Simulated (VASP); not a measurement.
# Si2GeC3 (P6/mmm) in VASP: single point with PBE

Aim: the single point of Si2GeC3 with PBE.

Program: VASP 6.6.1. These are calculated values, not measurements. Logs are shortened: lines on timing, memory, paths and dates and some standing lists are left out, and cuts for length are marked.

### Step 1. The cell of the first run

The structure is hexagonal, space group P6/mmm (No. 191). Conventional cell: a = 4.492 Å, b = 4.492 Å, c = 9.022 Å, α = 90.00°, β = 90.00°, γ = 120.00°. Si (site symmetry -6m2) has 3 Si at 2.59 Å and 3 Ge at 2.59 Å within 3.4 Å. Within 3.4 Å of Ge (site symmetry 6/mmm) lie 6 Si at 2.59 Å. Within 3.4 Å of C (site symmetry -6m2) lie 6 C at 2.59 Å. C (site symmetry 6/mmm) has 6 C at 2.59 Å within 3.4 Å.

### Step 2. Single point, PBE

Contents of INCAR:

```
SYSTEM = Si2GeC3
PREC = Accurate
ENCUT = 520
EDIFF = 1E-6
ISMEAR = 0
SIGMA = 0.1
LREAL = .FALSE.
LASPH = .TRUE.
NELM = 100
ALGO = Normal
ISIF = 2
LWAVE = .FALSE.
LCHARG = .FALSE.
GGA = PE
NBANDS = 26
```

Contents of KPOINTS:

```
regular mesh
0
G
  6 6 2
  0 0 0
```

Contents of POSCAR:

```
Si2GeC3
1.0
    4.4923661700      0.0000000000      0.0000000000
   -2.2461830800      3.8905032200      0.0000000000
    0.0000000000      0.0000000000      9.0219018300
Si Ge C
2 1 3
Direct
    0.3333333300      0.6666666700      0.5000000000
    0.6666666700      0.3333333300      0.5000000000
    0.0000000000      0.0000000000      0.5000000000
    0.3333333300      0.6666666700      0.0000000000
    0.6666666700      0.3333333300      0.0000000000
    0.0000000000      0.0000000000      0.0000000000
```

Potentials or basis: VASP PAW PBE potentials, release 64 (Si, Ge_d, C).

On the command line:

```bash
cat potpaw_PBE.64/Si/POTCAR potpaw_PBE.64/Ge_d/POTCAR potpaw_PBE.64/C/POTCAR > POTCAR
mpirun -np 1 vasp_std > vasp.out
```

OUTCAR:

```text
SYSTEM = Si2GeC3
   PREC = Accurate
   ENCUT = 520
   EDIFF = 1E-6
   ISMEAR = 0
   LREAL = .FALSE.
   LASPH = .TRUE.
   NELM = 100
   ISIF = 2
   GGA = PE

 ion  position               nearest neighbor table
   1  0.333  0.667  0.500-   2 2.59   3 2.59   2 2.59   3 2.59   3 2.59   2 2.59
   2  0.667  0.333  0.500-   1 2.59   3 2.59   1 2.59   3 2.59   3 2.59   1 2.59
   3  0.000  0.000  0.500-   1 2.59   2 2.59   1 2.59   2 2.59   2 2.59   1 2.59
   4  0.333  0.667  0.000-
   5  0.667  0.333  0.000-
   6  0.000  0.000  0.000-

  LATTYP: Found a hexagonal cell.
 ALAT       =     4.4923661700
 C/A-ratio  =     2.0082739226

  Lattice vectors:

 A1 = (   4.4923661700,   0.0000000000,   0.0000000000)
 A2 = (  -2.2461830800,   3.8905032200,   0.0000000000)
 A3 = (   0.0000000000,   0.0000000000,   9.0219018300)

Analysis of symmetry for initial positions (statically):
=====================================================================
 Subroutine PRICEL returns:
 Original cell was already a primitive cell.

 Routine SETGRP: Setting up the symmetry group for a
 hexagonal supercell.

 Subroutine GETGRP returns: Found 24 space group operations
 (whereof 24 operations were pure point group operations)
 out of a pool of 24 trial point group operations.

The static configuration has the point symmetry D_6h.

Analysis of symmetry for dynamics (positions and initial velocities):
=====================================================================
 Subroutine PRICEL returns:
 Original cell was already a primitive cell.

 Routine SETGRP: Setting up the symmetry group for a
 hexagonal supercell.

 Subroutine GETGRP returns: Found 24 space group operations
 (whereof 24 operations were pure point group operations)
 out of a pool of 24 trial point group operations.

The dynamic configuration has the point symmetry D_6h.

 Subroutine INISYM returns: Found 24 space group operations
 (whereof 24 operations are pure point group operations),
 and found     1 'primitive' translations

----------------------------------------------------------------------------------------

                                     Primitive cell

  volume of cell :     157.6809

  direct lattice vectors                    reciprocal lattice vectors
     4.492366170  0.000000000  0.000000000     0.222599842  0.128518079  0.000000000
    -2.246183080  3.890503220  0.000000000     0.000000000  0.257036158  0.000000000
     0.000000000  0.000000000  9.021901830     0.000000000  0.000000000  0.110841375

  length of vectors
     4.492366170  4.492366162  9.021901830     0.257036157  0.257036158  0.110841375

  position of ions in fractional coordinates (direct lattice)
     0.333333330  0.666666670  0.500000000
     0.666666670  0.333333330  0.500000000
     0.000000000  0.000000000  0.500000000
     0.333333330  0.666666670  0.000000000
     0.666666670  0.333333330  0.000000000
     0.000000000  0.000000000  0.000000000

  ion indices of the primitive-cell ions
   primitive index   ion index
                 1           1
                 2           2
                 3           3
                 4           4
                 5           5
                 6           6

----------------------------------------------------------------------------------------

 KPOINTS: regular mesh

Automatic generation of k-mesh.
 Grid dimensions read from file:
 generate k-points for:    6    6    2

 Generating k-lattice:

  Cartesian coordinates                     Fractional coordinates (reciprocal lattice)
     0.037099974  0.021419680  0.000000000     0.166666667  0.000000000  0.000000000
     0.000000000  0.042839360  0.000000000     0.000000000  0.166666667  0.000000000
     0.000000000  0.000000000  0.055420687     0.000000000  0.000000000  0.500000000

  Length of vectors
     0.042839360  0.042839360  0.055420687

  Shift w.r.t. Gamma in fractional coordinates (k-lattice)
     0.000000000  0.000000000  0.000000000

 Subroutine IBZKPT returns following result:
 ===========================================

 Found     14 irreducible k-points:

 Following reciprocal coordinates:
            Coordinates               Weight
  0.000000  0.000000  0.000000      1.000000
  0.166667 -0.000000  0.000000      6.000000
  0.333333 -0.000000  0.000000      6.000000
  0.500000  0.000000  0.000000      3.000000
  0.166667  0.166667  0.000000      6.000000
  0.333333  0.166667  0.000000     12.000000
  0.333333  0.333333  0.000000      2.000000
  0.000000  0.000000  0.500000      1.000000
  0.166667 -0.000000  0.500000      6.000000
  0.333333 -0.000000  0.500000      6.000000
  0.500000  0.000000  0.500000      3.000000
  0.166667  0.166667  0.500000      6.000000
  0.333333  0.166667  0.500000     12.000000
  0.333333  0.333333  0.500000      2.000000
   k-points           NKPTS =     14   k-points in BZ     NKDIM =     14   number of bands    NBANDS=     26
   number of dos      NEDOS =    301   number of ions     NIONS =      6
   total plane-waves  NPLWV =  90720
   dimension x,y,z NGX =    36 NGY =   36 NGZ =   70
   dimension x,y,z NGXF=    72 NGYF=   72 NGZF=  140
   ions per type =               2   1   3
   NGX,Y,Z   is equivalent  to a cutoff of  13.32, 13.32, 12.90 a.u.
   NGXF,Y,Z  is equivalent  to a cutoff of  26.64, 26.64, 25.80 a.u.
 SYSTEM =  Si2GeC3
   PREC   = accura    normal or accurate (medium, high low for compatibility)
   ISTART =      0    job   : 0-new  1-cont  2-samecut
   ICHARG =      2    charge: 1-file 2-atom 10-const
   ISPIN  =      1    spin polarized calculation?
   LNONCOLLINEAR =      F non collinear calculations
   LSORBIT =      F    spin-orbit coupling
   LASPH  =      T    aspherical Exc in radial PAW
   ENCUT  =  520.0 eV  38.22 Ry    6.18 a.u.   8.35  8.35 16.77*2*pi/ulx,y,z
   NELM   =    100;   NELMIN=  2; NELMDL= -5     # of ELM steps
   EDIFF  = 0.1E-05   stopping-criterion for ELM
   LREAL  =      F    real-space projection
[... 7 lines left out ...]
   TEBEG  =    0.0;   TEEND  =   0.0 temperature during run
   PSTRESS=    0.0 pullay stress
   NELECT =      34.0000    total number of electrons
   NUPDOWN=      -1.0000    fix difference up-down
   EMIN   =  10.00;   EMAX   =-10.00  energy-range for DOS
   EFERMI =   0.00;   METHOD = LEGACY
   ISMEAR =     0;   SIGMA  =   0.10  broadening in eV -4-tet -1-fermi 0-gaus
   EFERMI_NEDOS =   21; number of points for ismear=-14 and -15
   IALGO  =     38    algorithm
   IMIX   =      4    mixing-type and parameters
     AMIX     =   0.40;   BMIX     =  1.00
     AMIX_MAG =   1.60;   BMIX_MAG =  1.00
  volume/ion in A,a.u.               =      26.28       177.35
  Fermi-wavevector in a.u.,A,eV,Ry     =   0.981691  1.855127 13.112168  0.963717
  Thomas-Fermi vector in A             =   2.112717
   LORBIT       =      0    0 simple, 1 ext, 2 COOP (PROOUT), +10 PAW based schemes
   GGA     = PE    functional components
   LHFCALC =     F    Hartree Fock is set to
   AEXX    =    0.0000 exact exchange contribution
   IVDW    =     0    specifies the selected vdW correction
   LEPSILON=     F    determine dielectric tensor
   LRPA    =     F    only Hartree local field effects (RPA)
 non-spin polarized calculation
 Gauss-broadening in eV      SIGMA  =   0.10
  energy-cutoff  :      520.00
  volume of cell :      157.68
 maximum number of plane-waves:      4287
 NGX is ok and might be reduce to    36
   NGX = 17   NGY = 17   NGZ = 33

 number of electron      34.0000011 magnetization

 Free energy of the ion-electron system (eV)
  ---------------------------------------------------
  ext. energy  EPLUGINS =         0.00000000
  ---------------------------------------------------
  free energy    TOTEN  =       -22.25042882 eV

  energy without entropy =      -22.23262709  energy(sigma->0) =      -22.24152795

 E-fermi :   0.6838     XC(G=0):  -7.6105

 val. band max:        0.6653474568   @ k =   0.3333   0.3333   0.0000
 cond. band min:       0.6948328001   @ k =   0.3333   0.1667   0.5000
 fundamental gap:      0.0294853433
 Fermi energy:         0.6837756463

 k-point     1 :       0.0000    0.0000    0.0000
  band No.  band energies     occupation
      1     -24.1886      2.00000
      2     -24.1886      2.00000
      3     -24.1676      2.00000
      4     -24.1496      2.00000
      5     -24.1496      2.00000
      6     -11.6812      2.00000
[... 18 lines left out ...]
     25       4.4957      0.00000
     26       4.7420      0.00000

 k-point     2 :       0.1667   -0.0000    0.0000
  band No.  band energies     occupation
      1     -24.1888      2.00000
      2     -24.1878      2.00000
      3     -24.1669      2.00000
      4     -24.1498      2.00000
      5     -24.1496      2.00000
      6     -11.4148      2.00000
[... 18 lines left out ...]
     25       4.1006      0.00000
     26       4.4982      0.00000

 k-point     3 :       0.3333   -0.0000    0.0000
  band No.  band energies     occupation
      1     -24.1892      2.00000
      2     -24.1860      2.00000
      3     -24.1653      2.00000
      4     -24.1502      2.00000
      5     -24.1497      2.00000
      6     -10.6197      2.00000
[... 18 lines left out ...]
     25       3.4794      0.00000
     26       4.3934      0.00000

 k-point     4 :       0.5000    0.0000    0.0000
  band No.  band energies     occupation
      1     -24.1894      2.00000
      2     -24.1852      2.00000
      3     -24.1645      2.00000
      4     -24.1504      2.00000
      5     -24.1498      2.00000
      6      -9.5161      2.00000
[... 18 lines left out ...]
     25       4.4123      0.00000
     26       4.5830      0.00000

 k-point     5 :       0.1667    0.1667    0.0000
  band No.  band energies     occupation
      1     -24.1888      2.00000
      2     -24.1868      2.00000
      3     -24.1657      2.00000
      4     -24.1501      2.00000
      5     -24.1498      2.00000
      6     -10.8836      2.00000
[... 18 lines left out ...]
     25       3.2691      0.00000
     26       3.4643      0.00000

 k-point     6 :       0.3333    0.1667    0.0000
  band No.  band energies     occupation
      1     -24.1886      2.00000
      2     -24.1859      2.00000
      3     -24.1646      2.00000
      4     -24.1503      2.00000
      5     -24.1499      2.00000
      6      -9.8414      2.00000
[... 18 lines left out ...]
     25       4.1453      0.00000
     26       4.1848      0.00000

 k-point     7 :       0.3333    0.3333    0.0000
  band No.  band energies     occupation
      1     -24.1871      2.00000
      2     -24.1871      2.00000
      3     -24.1643      2.00000
      4     -24.1502      2.00000
      5     -24.1502      2.00000
      6      -8.9277      2.00000
[... 18 lines left out ...]
     25       3.9246      0.00000
     26       3.9246      0.00000

 k-point     8 :       0.0000    0.0000    0.5000
  band No.  band energies     occupation
      1     -24.1886      2.00000
      2     -24.1886      2.00000
      3     -24.1676      2.00000
      4     -24.1496      2.00000
      5     -24.1496      2.00000
      6     -11.6804      2.00000
[... 18 lines left out ...]
     25       4.7142      0.00000
     26       5.1627      0.00000

 k-point     9 :       0.1667   -0.0000    0.5000
  band No.  band energies     occupation
      1     -24.1888      2.00000
      2     -24.1878      2.00000
      3     -24.1669      2.00000
      4     -24.1498      2.00000
      5     -24.1496      2.00000
      6     -11.4140      2.00000
[... 18 lines left out ...]
     25       4.0650      0.00000
     26       4.5209      0.00000

 k-point    10 :       0.3333   -0.0000    0.5000
  band No.  band energies     occupation
      1     -24.1892      2.00000
      2     -24.1860      2.00000
      3     -24.1653      2.00000
      4     -24.1502      2.00000
      5     -24.1497      2.00000
      6     -10.6187      2.00000
[... 18 lines left out ...]
     25       3.4293      0.00000
     26       4.3937      0.00000

 k-point    11 :       0.5000    0.0000    0.5000
  band No.  band energies     occupation
      1     -24.1894      2.00000
      2     -24.1852      2.00000
      3     -24.1645      2.00000
      4     -24.1504      2.00000
      5     -24.1498      2.00000
      6      -9.5151      2.00000
[... 18 lines left out ...]
     25       4.4623      0.00000
     26       4.5843      0.00000

 k-point    12 :       0.1667    0.1667    0.5000
  band No.  band energies     occupation
      1     -24.1888      2.00000
      2     -24.1868      2.00000
      3     -24.1657      2.00000
      4     -24.1501      2.00000
      5     -24.1498      2.00000
      6     -10.8826      2.00000
[... 18 lines left out ...]
     25       3.2715      0.00000
     26       3.4678      0.00000

 k-point    13 :       0.3333    0.1667    0.5000
  band No.  band energies     occupation
      1     -24.1886      2.00000
      2     -24.1859      2.00000
      3     -24.1646      2.00000
      4     -24.1503      2.00000
      5     -24.1499      2.00000
      6      -9.8402      2.00000
[... 18 lines left out ...]
     25       4.1461      0.00000
     26       4.2068      0.00000

 k-point    14 :       0.3333    0.3333    0.5000
  band No.  band energies     occupation
      1     -24.1871      2.00000
      2     -24.1871      2.00000
      3     -24.1643      2.00000
      4     -24.1502      2.00000
      5     -24.1502      2.00000
      6      -8.9266      2.00000
[... 18 lines left out ...]
     25       3.9246      0.00000
     26       3.9246      0.00000

------------------------ aborting loop because EDIFF is reached ----------------------------------------

  FORCE on cell =-STRESS in cart. coord.  units (eV):
  Direction    XX          YY          ZZ          XY          YZ          ZX
  --------------------------------------------------------------------------------------
  -------------------------------------------------------------------------------------
  Total      -11.5972093    -11.5972093     -0.9497751     -0.0000000      0.0000000      0.0000000
  in kB     -117.8379162   -117.8379158     -9.6505562     -0.0000002      0.0000000      0.0000000
  external PRESSURE =     -81.7754627 kB  Pullay stress =       0.0000000 kB

 VOLUME and BASIS-vectors are now :
 -----------------------------------------------------------------------------
  energy-cutoff  :      520.00
  volume of cell :      157.68
      direct lattice vectors                 reciprocal lattice vectors
     4.492366170  0.000000000  0.000000000     0.222599842  0.128518079  0.000000000
    -2.246183080  3.890503220  0.000000000     0.000000000  0.257036158  0.000000000
     0.000000000  0.000000000  9.021901830     0.000000000  0.000000000  0.110841375

 POSITION                                       TOTAL-FORCE (eV/Angst)
 -----------------------------------------------------------------------------------
     -0.00000      2.59367      4.51095        -0.000000     -0.000000      0.000000
      2.24618      1.29683      4.51095        -0.000000     -0.000000     -0.000000
      0.00000      0.00000      4.51095         0.000000      0.000000      0.000000
     -0.00000      2.59367      0.00000         0.000000     -0.000000      0.000000
      2.24618      1.29683      0.00000        -0.000000      0.000000      0.000000
      0.00000      0.00000      0.00000         0.000000      0.000000      0.000000
 -----------------------------------------------------------------------------------
    total drift:                                0.000000     -0.000000      0.000000

  FREE ENERGIE OF THE ION-ELECTRON SYSTEM (eV)
  ---------------------------------------------------
  free  energy   TOTEN  =       -22.2504288169 eV

  energy  without entropy=      -22.2326270902  energy(sigma->0) =      -22.24152795
```

Wall time 42 s (1 thread of Intel Xeon Platinum 8488C (Sapphire Rapids), shared host); peak memory 0.3 GiB.

What came out:

| Property | Result |
| --- | --- |
| Free energy | -22.2504 eV |
| Pressure | -8.2 GPa |
| Band gap on the k mesh | zero (band 17 reaches 1.33 eV, above the bottom of band 18 at -0.38 eV) |
